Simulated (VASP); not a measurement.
## ZnS: relaxation of cell and atoms with r2SCAN

The system is ZnS.

```
Zn S
1.0
     3.57949    0.00000    0.00000
    -1.78975    3.09993    0.00000
     0.00000    0.00000    5.89867
Zn S
2 2
Direct
  0.33333 0.66667 0.00108
  0.66667 0.33333 0.50108
  0.33333 0.66667 0.37392
  0.66667 0.33333 0.87392
```

| Item | Value |
| --- | --- |
| Program | VASP 6.6.1 |
| Task | relaxation of cell and atoms |
| Functional | r2SCAN |
| Potentials or basis | VASP PAW PBE potentials, release 64 (Zn, S) |
| Cutoff | 600 eV |
| k mesh | 6 × 6 × 4 |
| Occupations | gaussian, width 0.02 eV |
| Spin | no spin polarisation |
| Target pressure | 20 GPa |
| Dipole correction | no |
| Further INCAR settings | ALGO = Normal; EDIFF = 1e-07; IBRION = 2; EDIFFG = -0.008; NSW = 70; ISIF = 3 |

The relaxed volume is 16.46 Å³/atom, the relaxed cell is a = 3.580 Å, b = 3.580 Å, c = 5.931 Å, α = 90.00°, β = 90.00°, γ = 120.00° and the space group after relaxing (to 0.05 Å) is P6_3mc (No. 186). The energy change on relaxing (the enthalpy is what falls) is -12.3 meV/atom and the ionic steps are 6. The pressure after relaxing is 20.0 GPa and the band gap on the k mesh is 3.62 eV, direct.

Stress tensor (GPa, compression positive):
```
19.94  0.00  0.00
 0.00 19.94  0.00
 0.00  0.00 20.06
```

Step by step:
```
step  energy change (eV)  largest force (eV/Å)  pressure (GPa)  volume (Å³)
   1              0.0000                0.0358           20.94        65.45
   2             -0.1129                0.0152           18.75        66.36
   3             -0.0486                0.0271           20.02        65.83
   4             -0.0519                0.0264           19.95        65.86
   5             -0.0513                0.0202           19.95        65.85
   6             -0.0492                0.0002           19.98        65.83
```

Final structure:
```xyz
4
Lattice="3.5801 0.0000 0.0000 -1.7901 3.1005 0.0000 0.0000 0.0000 5.9308" Properties=species:S:1:pos:R:3 pbc="T T T"
Zn    0.0000    2.0670    0.0121
Zn    1.7901    1.0335    2.9774
S     0.0000    2.0670    2.2120
S     1.7901    1.0335    5.1774
```

Levels at points of the mesh, in eV from the valence-band top:
```csv
k point,band 15,band 16,band 17,band 18,band 19,band 20,band 21,band 22
"(0.00, 0.00, 0.00)",-1.21,-0.18,0.00,0.00,3.62,4.00,6.62,6.62
"(0.50, 0.00, 0.00)",-4.32,-3.02,-2.37,-1.19,3.82,5.09,5.22,7.12
"(0.00, 0.00, 0.50)",-0.64,-0.64,-0.64,-0.64,4.61,4.61,7.12,7.12
"(0.50, 0.00, 0.50)",-2.25,-2.25,-2.18,-2.18,3.85,3.85,5.44,5.44
```

Run time: 8.2 min on 1 thread of AMD EPYC 9R45 96-Core Processor (Zen 5), on a shared host, peak memory 0.2 GiB.

Caveat: the cell is relaxed towards a set pressure, so the enthalpy falls and the energy may rise; the PAW data sets were made with another functional, which shifts forces and pressure a little. A k mesh can miss the band edges.
